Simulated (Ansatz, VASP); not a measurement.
**InP: VASP beside Ansatz**

Contents of INCAR:

```
ALGO     = Normal         # electronic algorithm
EDIFF    = 1E-6           # SCF threshold, eV
ENCUT    = 520            # plane-wave cutoff, eV
GGA      = PE             # functional
ISIF     = 2              # what is computed and relaxed
ISMEAR   = 0              # smearing method
LASPH    = True           # aspherical terms in the spheres
LCHARG   = False          # write CHGCAR
LREAL    = False          # projectors in reciprocal space
LWAVE    = False          # write WAVECAR
NBANDS   = 16             # bands
NELM     = 60             # most SCF steps
PREC     = Accurate       # precision mode
SIGMA    = 0.15           # smearing width, eV
```

Contents of KPOINTS:

```
k-points
0
Gamma
  20 20 20
```

File POSCAR:

```
InP
1.0
    0.0000000000      2.7810422502      2.8950649825
    2.7810422502      0.0000000000      2.8950649825
    2.7810422502      2.7810422502      0.0000000000
In P
1 1
Direct
    0.0000000000      0.0000000000      0.0000000000
    0.5000000000      0.5000000000      0.5000000000
```

Input for Ansatz:

```yaml
crystal:
  lattice:
    - [0.0, 2.7810422502, 2.8950649825]
    - [2.7810422502, 0.0, 2.8950649825]
    - [2.7810422502, 2.7810422502, 0.0]
  atoms:
    - { symbol: In, position: [0.0, 0.0, 0.0] }
    - { symbol: P, position: [0.5, 0.5, 0.5] }
basis:
  ecutwfc: 420
kpoints:
  mp_grid: { grid: [20, 20, 20] }
hamiltonian:
  xc: pbe
scf:
  occupations: { method: gaussian, width: 0.15 }
output:
  forces: true
  stress: true
  eigenvalues: true
```

Alike in both runs: task single point; functional PBE; k mesh 20 × 20 × 20; occupations gaussian, width 0.15 eV; no spin polarisation.

```csv
,VASP,Ansatz
version,VASP 6.6.1,Ansatz 0.2.0
potentials or method,"VASP PAW PBE potentials, release 64 (In_d, P), cutoff 520 eV","scalar-relativistic, plane waves, PAW"
valence electrons in the cell,18,18
```

```csv
,VASP,Ansatz,Ansatz less VASP
gap on the k mesh at the Fermi level (eV),none,none,-
pressure (GPa),-3.2,-3.2,+0.05
"traceless stress, the component that is largest in VASP (GPa)",-1.96,-1.96,-0.008
```

A gap of «none» marks a metal or a gap that the smearing closes. The functional is the same, so the differences come from potentials, cutoffs and numerics.
